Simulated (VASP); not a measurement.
## In: single point with PBE

The system is In.

```xyz
1
Lattice="-1.5852 1.5852 2.7334 1.5852 -1.5852 2.7334 1.5852 1.5852 -2.7334" Properties=species:S:1:pos:R:3 pbc="T T T"
In    0.0000    0.0000    0.0000
```

```yaml
Program: VASP 6.6.1
Task: single point
Functional: PBE
Potentials_or_basis: VASP PAW PBE potentials, release 64 (In_d)
Cutoff: 520 eV
k_mesh: 8 × 8 × 8
Occupations: fermi-dirac, width 0.1 eV
Spin: no spin polarisation
Dipole_correction: no
Further_INCAR_settings: ALGO = Normal; EDIFF = 1e-07; NBANDS = 12
```

| Property | Result |
| --- | --- |
| Pressure | 0.0 GPa |

Stress tensor (GPa, compression positive):
```
 0.04  0.00  0.00
 0.00  0.04  0.00
 0.00  0.00 -0.17
```

Levels at points of the mesh, in eV from the Fermi level:
```tsv
k point	band 4	band 5	band 6	band 7	band 8	band 9
(0.00, 0.00, 0.00)	-14.46	-14.29	-9.17	9.83	10.24	10.24
(0.50, 0.00, 0.00)	-14.30	-14.23	-4.14	-3.07	5.76	9.33
(0.50, 0.50, 0.00)	-14.29	-14.11	-1.31	-0.95	2.75	4.00
(0.50, 0.50, 0.50)	-14.26	-14.25	-4.22	-3.00	5.87	5.87
```

It took 17 s on 1 thread of Intel Xeon 6975P-C, on a shared host, peak memory 0.16 GiB.

Caveat: spin-orbit coupling is left out, which moves the levels of the heavy elements.
